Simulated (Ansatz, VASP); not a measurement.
One calculation of AlRu, two programs

```
CELL_PARAMETERS angstrom
2.98250 0.00000 0.00000
0.00000 2.98250 0.00000
0.00000 0.00000 2.98250
ATOMIC_POSITIONS crystal
Al 0.00000 0.00000 0.00000
Ru 0.50000 0.50000 0.50000
```

Alike in both runs: task single point; functional r2SCAN; k mesh 6 × 6 × 6; occupations gaussian, width 0.1 eV; no spin polarisation.

|  | VASP | Ansatz |
| --- | --- | --- |
| version | VASP 6.6.1 | Ansatz 0.2.0 |
| potentials or method | VASP PAW PBE potentials, release 64 (Al, Ru_pv), cutoff 550 eV | scalar-relativistic, plane waves, PAW |
| valence electrons in the cell | 17 | 19 |

|  | VASP | Ansatz | Ansatz less VASP |
| --- | --- | --- | --- |
| gap on the k mesh at the Fermi level (eV) | none | none | - |
| pressure (GPa) | 0.0 | -0.1 | -0.12 |

VASP's potentials were made for PBE, not for r2SCAN. A gap of «none» marks a metal or a gap that the smearing closes. VASP's potentials hold 17 valence electrons a cell and Ansatz's 19, so a difference there can come from the potentials and not from the codes.
